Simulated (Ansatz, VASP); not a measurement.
**Be4Se3: VASP beside Ansatz**

Contents of INCAR:

```
PREC = Accurate ; ENCUT = 600
EDIFF = 1E-6 ; ISMEAR = 0
SIGMA = 0.2 ; LREAL = False
LASPH = True ; NELM = 80
ALGO = Normal ; ISIF = 3
LWAVE = False ; LCHARG = False
GGA = PE ; IBRION = 2
NSW = 36 ; EDIFFG = -0.08
```

KPOINTS

```
regular mesh
0
Gamma
  3 3 3
```

The input POSCAR:

```
Be4Se3
1.0
    4.9599917900      0.0000000000      0.0000000000
    0.0000000000      4.9599917900      0.0000000000
    0.0000000000      0.0000000000      4.9599917900
Be Se
4 3
Direct
    0.7237776700      0.2762223300      0.2762223300
    0.2762223300      0.7237776700      0.2762223300
    0.2762223300      0.2762223300      0.7237776700
    0.7237776700      0.7237776700      0.7237776700
    0.0000000000      0.0000000000      0.5000000000
    0.5000000000      0.0000000000      0.0000000000
    0.0000000000      0.5000000000      0.0000000000
```

Input for Ansatz:

```yaml
crystal:
  lattice:
    - [4.95999179, 0.0, 0.0]
    - [0.0, 4.95999179, 0.0]
    - [0.0, 0.0, 4.95999179]
  atoms:
    - { symbol: Be, position: [0.72377767, 0.27622233, 0.27622233] }
    - { symbol: Be, position: [0.27622233, 0.72377767, 0.27622233] }
    - { symbol: Be, position: [0.27622233, 0.27622233, 0.72377767] }
    - { symbol: Be, position: [0.72377767, 0.72377767, 0.72377767] }
    - { symbol: Se, position: [0.0, 0.0, 0.5] }
    - { symbol: Se, position: [0.5, 0.0, 0.0] }
    - { symbol: Se, position: [0.0, 0.5, 0.0] }
basis:
  ecutwfc: 420
kpoints:
  mp_grid: { grid: [3, 3, 3] }
hamiltonian:
  xc: pbe
scf:
  occupations: { method: gaussian, width: 0.2 }
  lower_state_search: "off"
output:
  forces: true
  stress: true
  eigenvalues: true
relax:
  adjacent_minimum: "off"
  f_tol: 0.08
  max_steps: 16
  cell: { stress_tol: 0.8 }
```

Change from the starting cell: species swapped into the Si3As4 type (P-43m, No. 215).

Alike in both runs: task relaxation of cell and atoms; functional PBE; k mesh 3 × 3 × 3; occupations gaussian, width 0.2 eV; no spin polarisation.

|  | VASP | Ansatz |
| --- | --- | --- |
| version | VASP 6.6.1 | Ansatz 0.2.0 |
| potentials or method | VASP PAW PBE potentials, release 64 (Be, Se), cutoff 600 eV | scalar-relativistic, plane waves, PAW |
| valence electrons in the cell | 26 | 56 |

|  | VASP | Ansatz | Ansatz less VASP |
| --- | --- | --- | --- |
| gap on the k mesh at the Fermi level, each at its own relaxed structure (eV) | 1.97 | 1.95 | -0.023 |
| relaxed volume (Å³/atom) | 17.27 | 17.26 | -0.006 |
| relaxed length of the cell vector where the two differ most in proportion (Å) | 4.944 | 4.944 | -0.0006 |

VASP's potentials hold 26 valence electrons a cell and Ansatz's 56, so a difference there can come from the potentials and not from the codes.

The k mesh is coarse, so the values compare programs but aren't converged.
